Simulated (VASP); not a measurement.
# TiTe2 (Fm-3m) in VASP: settings compared, part 2 of 2

VASP 6.6.1. Earlier steps stand in the parts before.

## Step 5: Single point, r2SCAN

The input, POSCAR:

```
TiTe2
1.0
    0.0000000000      3.4428591255      3.4428591255
    3.4428591255      0.0000000000      3.4428591255
    3.4428591255      3.4428591255      0.0000000000
Ti Te
1 2
Direct
    0.0000000000      0.0000000000      0.0000000000
    0.2500000000      0.2500000000      0.2500000000
    0.7500000000      0.7500000000      0.7500000000
```

The input, INCAR.step1:

```
PREC = Accurate
ENCUT = 550
ISMEAR = 0
SIGMA = 0.05
LREAL = False
LASPH = True
NELM = 120
NBANDS = 19
GGA = PE
ALGO = Normal
EDIFF = 1E-5
LWAVE = True
LCHARG = False
GGA_COMPAT = False
```

The input, INCAR.step2:

```
PREC = Accurate
ENCUT = 550
EDIFF = 1E-6
ISMEAR = 0
SIGMA = 0.05
LREAL = False
LASPH = True
NELM = 120
ALGO = Normal
ISIF = 2
LWAVE = False
LCHARG = False
METAGGA = R2SCAN
LMIXTAU = True
NBANDS = 19
ISTART = 1
GGA_COMPAT = False
```

The input, KPOINTS:

```
Automatic mesh
0
Gamma
  10 10 10
```

Potentials or basis: VASP PAW PBE potentials, release 64 (Ti_sv, Te).

On the command line:

```sh
cat potpaw_PBE.64/Ti_sv/POTCAR potpaw_PBE.64/Te/POTCAR > POTCAR
cp INCAR.step1 INCAR
mpirun -np 1 vasp_std > vasp.out
cp INCAR.step2 INCAR
mpirun -np 1 vasp_std > vasp.out
```

OUTCAR:

```text
PREC = Accurate
   ENCUT = 550
   EDIFF = 1E-6
   ISMEAR = 0
   LREAL = False
   LASPH = True
   NELM = 120
   ISIF = 2
   METAGGA = R2SCAN
   ISTART = 1

 ion  position               nearest neighbor table
   1  0.000  0.000  0.000-   3 2.98   3 2.98   3 2.98   2 2.98   3 2.98   2 2.98   2 2.98   2 2.98

   2  0.250  0.250  0.250-   1 2.98   1 2.98   1 2.98   1 2.98   3 3.44   3 3.44   3 3.44   3 3.44
                             3 3.44   3 3.44
   3  0.750  0.750  0.750-   1 2.98   1 2.98   1 2.98   1 2.98   2 3.44   2 3.44   2 3.44   2 3.44
                             2 3.44   2 3.44

  LATTYP: Found a face centered cubic cell.
 ALAT       =     6.8857182510

  Lattice vectors:

 A1 = (   0.0000000000,   3.4428591255,   3.4428591255)
 A2 = (   3.4428591255,   0.0000000000,   3.4428591255)
 A3 = (   3.4428591255,   3.4428591255,   0.0000000000)

Analysis of symmetry for initial positions (statically):
=====================================================================
 Subroutine PRICEL returns:
 Original cell was already a primitive cell.

 Routine SETGRP: Setting up the symmetry group for a
 face centered cubic supercell.

 Subroutine GETGRP returns: Found 48 space group operations
 (whereof 48 operations were pure point group operations)
 out of a pool of 48 trial point group operations.

The static configuration has the point symmetry O_h .

Analysis of symmetry for dynamics (positions and initial velocities):
=====================================================================
 Subroutine PRICEL returns:
 Original cell was already a primitive cell.

 Routine SETGRP: Setting up the symmetry group for a
 face centered cubic supercell.

 Subroutine GETGRP returns: Found 48 space group operations
 (whereof 48 operations were pure point group operations)
 out of a pool of 48 trial point group operations.

The dynamic configuration has the point symmetry O_h .

 Subroutine INISYM returns: Found 48 space group operations
 (whereof 48 operations are pure point group operations),
 and found     1 'primitive' translations

----------------------------------------------------------------------------------------

                                     Primitive cell

  volume of cell :      81.6183

  direct lattice vectors                    reciprocal lattice vectors
     0.000000000  3.442859126  3.442859126    -0.145228132  0.145228132  0.145228132
     3.442859126  0.000000000  3.442859126     0.145228132 -0.145228132  0.145228132
     3.442859126  3.442859126  0.000000000     0.145228132  0.145228132 -0.145228132

  length of vectors
     4.868938069  4.868938069  4.868938069     0.251542504  0.251542504  0.251542504

  position of ions in fractional coordinates (direct lattice)
     0.000000000  0.000000000  0.000000000
     0.250000000  0.250000000  0.250000000
     0.750000000  0.750000000  0.750000000

  ion indices of the primitive-cell ions
   primitive index   ion index
                 1           1
                 2           2
                 3           3

----------------------------------------------------------------------------------------

 KPOINTS: Automatic mesh

Automatic generation of k-mesh.
 Grid dimensions read from file:
 generate k-points for:   10   10   10

 Generating k-lattice:

  Cartesian coordinates                     Fractional coordinates (reciprocal lattice)
    -0.014522813  0.014522813  0.014522813     0.100000000  0.000000000  0.000000000
     0.014522813 -0.014522813  0.014522813     0.000000000  0.100000000  0.000000000
     0.014522813  0.014522813 -0.014522813     0.000000000  0.000000000  0.100000000

  Length of vectors
     0.025154250  0.025154250  0.025154250

  Shift w.r.t. Gamma in fractional coordinates (k-lattice)
     0.000000000  0.000000000  0.000000000

 Subroutine IBZKPT returns following result:
 ===========================================

 Found     47 irreducible k-points:

 Following reciprocal coordinates:
            Coordinates               Weight
  0.000000  0.000000  0.000000      1.000000
  0.100000  0.000000  0.000000      8.000000
  0.200000  0.000000  0.000000      8.000000
  0.300000  0.000000  0.000000      8.000000
  0.400000  0.000000  0.000000      8.000000
  0.500000  0.000000  0.000000      4.000000
[... 16 lines left out ...]
  0.300000  0.300000  0.000000      6.000000
  0.400000  0.300000  0.000000     24.000000
 [... further k-points ...]
   k-points           NKPTS =     47   k-points in BZ     NKDIM =     47   number of bands    NBANDS=     19
   number of dos      NEDOS =    301   number of ions     NIONS =      3
   total plane-waves  NPLWV =  64000
   dimension x,y,z NGX =    40 NGY =   40 NGZ =   40
   dimension x,y,z NGXF=    80 NGYF=   80 NGZF=   80
   ions per type =               1   2
   NGX,Y,Z   is equivalent  to a cutoff of  13.66, 13.66, 13.66 a.u.
   NGXF,Y,Z  is equivalent  to a cutoff of  27.32, 27.32, 27.32 a.u.
 SYSTEM =  unknown system
   PREC   = accura    normal or accurate (medium, high low for compatibility)
   ISTART =      1    job   : 0-new  1-cont  2-samecut
   ICHARG =      0    charge: 1-file 2-atom 10-const
   ISPIN  =      1    spin polarized calculation?
   LNONCOLLINEAR =      F non collinear calculations
   LSORBIT =      F    spin-orbit coupling
   LASPH  =      T    aspherical Exc in radial PAW
   ENCUT  =  550.0 eV  40.42 Ry    6.36 a.u.   9.31  9.31  9.31*2*pi/ulx,y,z
   NELM   =    120;   NELMIN=  2; NELMDL=  0     # of ELM steps
   EDIFF  = 0.1E-05   stopping-criterion for ELM
   LREAL  =      F    real-space projection
   EDIFFG = 0.1E-04   stopping-criterion for IOM
   NSW    =      0    number of steps for IOM
   IBRION =     -1    ionic relax: 0-MD 1-quasi-New 2-CG
   NFREE  =      0    steps in history (QN), initial steepest desc. (CG)
   ISIF   =      2    stress and relaxation
   ISYM   =      2    0-nonsym 1-usesym 2-fastsym
   POTIM  = 0.5000    time-step for ionic-motion
   TEBEG  =    0.0;   TEEND  =   0.0 temperature during run
   PSTRESS=    0.0 pullay stress
   NELECT =      24.0000    total number of electrons
   NUPDOWN=      -1.0000    fix difference up-down
   EMIN   =  10.00;   EMAX   =-10.00  energy-range for DOS
   EFERMI =   0.00;   METHOD = LEGACY
   ISMEAR =     0;   SIGMA  =   0.05  broadening in eV -4-tet -1-fermi 0-gaus
   EFERMI_NEDOS =   21; number of points for ismear=-14 and -15
   IALGO  =     38    algorithm
   IMIX   =      4    mixing-type and parameters
     AMIX     =   0.40;   BMIX     =  1.00
     AMIX_MAG =   1.60;   BMIX_MAG =  1.00
  volume/ion in A,a.u.               =      27.21       183.60
  Fermi-wavevector in a.u.,A,eV,Ry     =   1.088636  2.057224 16.124648  1.185128
  Thomas-Fermi vector in A             =   2.224822
   LORBIT       =      0    0 simple, 1 ext, 2 COOP (PROOUT), +10 PAW based schemes
   METAGGA = R2SCAN    functional components
   LHFCALC =     F    Hartree Fock is set to
   AEXX    =    0.0000 exact exchange contribution
   IVDW    =     0    specifies the selected vdW correction
   LEPSILON=     F    determine dielectric tensor
   LRPA    =     F    only Hartree local field effects (RPA)
 non-spin polarized calculation
 Gauss-broadening in eV      SIGMA  =   0.05
  energy-cutoff  :      550.00
  volume of cell :       81.62
 maximum number of plane-waves:      2421
 NGX is ok and might be reduce to    40
   NGX = 19   NGY = 19   NGZ = 19

 number of electron      24.0000000 magnetization

 Free energy of the ion-electron system (eV)
  ---------------------------------------------------
  ext. energy  EPLUGINS =         0.00000000
  ---------------------------------------------------
  free energy    TOTEN  =       -64.89348997 eV

  energy without entropy =      -64.88618767  energy(sigma->0) =      -64.88983882

 E-fermi :   7.4235     XC(G=0): -10.2772

 val. band max:        7.3939813375   @ k =  -0.2000   0.2000   0.0000
 cond. band min:       7.4384269049   @ k =  -0.3000   0.2000   0.0000
 fundamental gap:      0.0444455674
 Fermi energy:         7.4234927331

 k-point     1 :       0.0000    0.0000    0.0000
  band No.  band energies     occupation
      1     -53.0126      2.00000
      2     -28.2173      2.00000
      3     -28.2173      2.00000
      4     -28.2173      2.00000
      5      -6.4526      2.00000
      6      -2.3673      2.00000
[... 11 lines left out ...]
     18      10.5210      0.00000
     19      10.5210      0.00000
[... 485 lines left out ...]
 k-point    24 :       0.4000    0.3000    0.0000
  band No.  band energies     occupation
      1     -53.0124      2.00000
      2     -28.2208      2.00000
      3     -28.2185      2.00000
      4     -28.2184      2.00000
      5      -5.3640      2.00000
      6      -3.7294      2.00000
[... 11 lines left out ...]
     18      10.4388      0.00000
     19      13.9116      0.00000

 [... further k-points ...]
[... 5 lines left out ...]
  --------------------------------------------------------------------------------------
  -------------------------------------------------------------------------------------
  Total        0.0196306      0.0196306      0.0196306      0.0000000      0.0000000      0.0000000
  in kB        0.3853508      0.3853508      0.3853508      0.0000000      0.0000000      0.0000000
  external PRESSURE =       0.3853508 kB  Pullay stress =       0.0000000 kB

 VOLUME and BASIS-vectors are now :
 -----------------------------------------------------------------------------
  energy-cutoff  :      550.00
  volume of cell :       81.62
      direct lattice vectors                 reciprocal lattice vectors
     0.000000000  3.442859126  3.442859126    -0.145228132  0.145228132  0.145228132
     3.442859126  0.000000000  3.442859126     0.145228132 -0.145228132  0.145228132
     3.442859126  3.442859126  0.000000000     0.145228132  0.145228132 -0.145228132

 POSITION                                       TOTAL-FORCE (eV/Angst)
 -----------------------------------------------------------------------------------
      0.00000      0.00000      0.00000         0.000000      0.000000      0.000000
      1.72143      1.72143      1.72143         0.000000      0.000000      0.000000
      5.16429      5.16429      5.16429        -0.000000     -0.000000     -0.000000
 -----------------------------------------------------------------------------------
    total drift:                               -0.000000      0.000000      0.000000

  FREE ENERGIE OF THE ION-ELECTRON SYSTEM (eV)
  ---------------------------------------------------
  free  energy   TOTEN  =       -64.8934899731 eV

  energy  without entropy=      -64.8861876692  energy(sigma->0) =      -64.88983882
```

It took 5.1 min on 1 thread of Intel Xeon 6975P-C, shared host; peak memory 0.3 GiB.

Results:

- Free energy: -64.8935 eV
- Pressure: 0.0 GPa
- Band gap on the k mesh: zero (band 12 reaches 7.61 eV, above the bottom of band 13 at 7.32 eV)

Levels at points of the mesh, in eV from the Fermi level:
```
           k point  band 9  band 10  band 11  band 12  band 13  band 14  band 15  band 16
(0.00, 0.00, 0.00)   -4.67    -0.47    -0.47    -0.47    -0.10    -0.10     1.99     1.99
(0.50, 0.00, 0.00)   -3.46    -2.99    -2.99    -2.66     0.02     0.02     0.77     2.08
(0.50, 0.50, 0.00)   -5.00    -1.42    -1.42    -0.41     0.32     0.77     1.66     2.63
```

Caveat: the PAW data sets were made with another functional, which shifts forces and pressure a little; spin-orbit coupling is left out, which moves the levels of the heavy elements.

## Step 6: Overview

```tsv
level	potentials or basis	cutoff (eV)	smearing	gap on the mesh (eV)	pressure (GPa)
PBE	VASP PAW PBE potentials, release 64 (Ti_sv, Te)	500	methfessel-paxton 0.001 eV	none	-0.1
PBEsol	VASP PAW PBE potentials, release 64 (Ti_sv, Te)	500	gaussian 0.05 eV	none	-3.0
LDA	VASP PAW LDA potentials, release 64 (Ti_sv, Te)	500	gaussian 0.05 eV	none	-4.6
r2SCAN	VASP PAW PBE potentials, release 64 (Ti_sv, Te)	550	gaussian 0.05 eV	none	0.0
```

Alike in all rows: task single point; no spin polarisation; cell as given; k mesh 10 × 10 × 10.

Caveats: spin-orbit coupling is left out, which moves the levels of the heavy elements; the PAW data sets were made with another functional, which shifts forces and pressure a little (some runs).

Total energies depend on the potentials used, so only differences within one code and one set of settings carry meaning.
